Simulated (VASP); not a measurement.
Crystal: GaBSb2.

```
CELL_PARAMETERS angstrom
4.02154 0.00000 0.00000
0.00000 4.02154 0.00000
0.00000 0.00000 5.86055
ATOMIC_POSITIONS crystal
B 0.00000 0.00000 0.00000
Sb 0.00000 0.50000 0.21476
Sb 0.50000 0.00000 0.78524
Ga 0.50000 0.50000 0.50000
```

```yaml
Program: VASP 6.6.1
Task: relaxation of cell and atoms
Functional: r2SCAN
Potentials_or_basis: VASP PAW PBE potentials, release 64 (B, Sb, Ga_d)
Cutoff: 600 eV
k_mesh: 6 × 6 × 4
Occupations: fermi-dirac, width 0.02 eV
Spin: no spin polarisation
```

At the start: pressure -1.5 GPa; volume 23.70 Å³/atom.

Problem. How do energy, volume and symmetry change on relaxing?

Solution. Over 12 steps the energy falls by 3.6 meV/atom and the volume is 23.19 Å³/atom (-2.1 %); space group P-4m2 (No. 115, to 0.05 Å).

The path:
| step | energy change (eV) | largest force (eV/Å) | pressure (GPa) | volume (Å³) |
| --- | --- | --- | --- | --- |
| 1 | 0.0000 | 0.2381 | -1.54 | 94.78 |
| 2 | -0.0115 | 0.0504 | 0.83 | 91.69 |
| 3 | -0.0134 | 0.1050 | 0.15 | 92.51 |
| 4 | -0.0134 | 0.1078 | 0.10 | 92.56 |
| 5 | -0.0142 | 0.0345 | 0.02 | 92.69 |
| 6 | -0.0143 | 0.0026 | -0.02 | 92.75 |
| 7 | -0.0143 | 0.0002 | 0.00 | 92.75 |
| 8 | -0.0143 | 0.0059 | -0.04 | 92.77 |
| 9 | -0.0143 | 0.0020 | -0.03 | 92.76 |
| 10 | -0.0143 | 0.0034 | 0.05 | 92.71 |
| 11 | -0.0143 | 0.0034 | 0.04 | 92.71 |
| 12 | -0.0143 | 0.0001 | -0.01 | 92.76 |

Final structure:
```
B Sb Ga
1.0
     3.99740    0.00000    0.00000
     0.00000    3.99740    0.00000
     0.00000    0.00000    5.80498
B Sb Ga
1 2 1
Direct
  0.00000 0.00000 0.00000
  0.00000 0.50000 0.21753
  0.50000 0.00000 0.78247
  0.50000 0.50000 0.50000
```

Caveat: the PAW data sets were made with another functional, which shifts forces and pressure a little.
